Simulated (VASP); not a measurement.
Set up this calculation in VASP 6.6.1, as the native input.

| Quantity | Value |
| --- | --- |
| Task | relaxation of cell and atoms |
| Functional | LDA |
| Potentials or basis | VASP PAW LDA potentials, release 64 (F) |
| Cutoff | 600 eV |
| k mesh | 20 × 20 × 20 |
| Occupations | fermi-dirac, width 0.1 eV |
| Spin | no spin polarisation |
| Target pressure | 93 GPa |
| Dipole correction | no |
| Further INCAR settings | ALGO = Normal; EDIFF = 1e-06; IBRION = 2; EDIFFG = -0.005; NSW = 32; ISIF = 3 |

The structure of F lies in POSCAR:

```
F
1.0
   -1.1359612939      1.1359612939      1.1359612939
    1.1359612939     -1.1359612939      1.1359612939
    1.1359612939      1.1359612939     -1.1359612939
F
1
Direct
    0.0000000000      0.0000000000      0.0000000000
```

One way to write it, as run:

INCAR

```
PREC     = Accurate       # precision mode
ENCUT    = 600            # plane-wave cutoff, eV
EDIFF    = 1E-6           # SCF threshold, eV
ISMEAR   = -1             # smearing method
SIGMA    = 0.1            # smearing width, eV
LREAL    = False          # projectors in reciprocal space
LASPH    = True           # aspherical terms in the spheres
NELM     = 100            # most SCF steps
ALGO     = Normal         # electronic algorithm
ISIF     = 3              # what is computed and relaxed
LWAVE    = False          # write WAVECAR
LCHARG   = False          # write CHGCAR
GGA      = CA             # functional
IBRION   = 2              # ionic algorithm
NSW      = 32             # ionic steps
EDIFFG   = -0.005         # ionic threshold
PSTRESS  = 930.0
```

KPOINTS

```
Automatic mesh
0
Gamma
  20 20 20
```

Potentials or basis: VASP PAW LDA potentials, release 64 (F).

The run is started by

```bash
$ cat potpaw_LDA.64/F/POTCAR > POTCAR
$ mpirun -np 1 vasp_std > vasp.out
```

Results of the run:

```json
{
  "Relaxed volume": "5.86 Å³/atom",
  "Relaxed cell": "a = 1.967 Å, b = 1.967 Å, c = 1.967 Å, α = 109.47°, β = 109.47°, γ = 109.47°",
  "Space group after relaxing (to 0.1 Å)": "Im-3m (No. 229)",
  "Energy change on relaxing (the run minimises the enthalpy)": "+2.0 meV/atom",
  "Ionic steps": "3",
  "Pressure after relaxing": "93.0 GPa",
  "Band gap on the k mesh": "zero (an odd number of electrons rules out a gap without spin polarisation)"
}
```

Caveat: the cell is relaxed towards a set pressure, so the run minimises the enthalpy, not the energy; an odd number of electrons without spin polarisation forces a metal; a magnetic or distorted state may lie lower.

Wall time 3.4 s on 1 thread of Intel(R) Xeon(R) 6975P-C (Granite Rapids), with other jobs on the host, peak memory 0.11 GiB.
